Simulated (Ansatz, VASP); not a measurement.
Na: VASP beside Ansatz

```
Na
1.0
    -2.10682    2.10682    2.10682
     2.10682   -2.10682    2.10682
     2.10682    2.10682   -2.10682
Na
1
Cartesian
  0.0000 0.0000 0.0000
```

Alike in both runs: task single point; functional LDA; k mesh 18 × 18 × 18; occupations fermi-dirac, width 0.1 eV; no spin polarisation.

|  | VASP | Ansatz |
| --- | --- | --- |
| version | VASP 6.6.1 | Ansatz 0.2.0 |
| potentials or method | VASP PAW LDA potentials, release 64 (Na_pv), cutoff 520 eV | plane waves (420 eV) with PAW, scalar-relativistic |
| valence electrons in the cell | 7 | 9 |

Ansatz gave:

| Property | Result |
| --- | --- |
| pressure (GPa) | -0.8 |

Problem. Estimate VASP's values.

Solution. Pressure (GPa): -0.9.

Ansatz warns that its potentials were made for another functional, while VASP's fit it. LDA's correlation is that of Perdew and Zunger in VASP and of Perdew and Wang (1992) in Ansatz. VASP's potentials hold 7 valence electrons a cell and Ansatz's 9, so a difference there can come from the potentials and not from the codes.
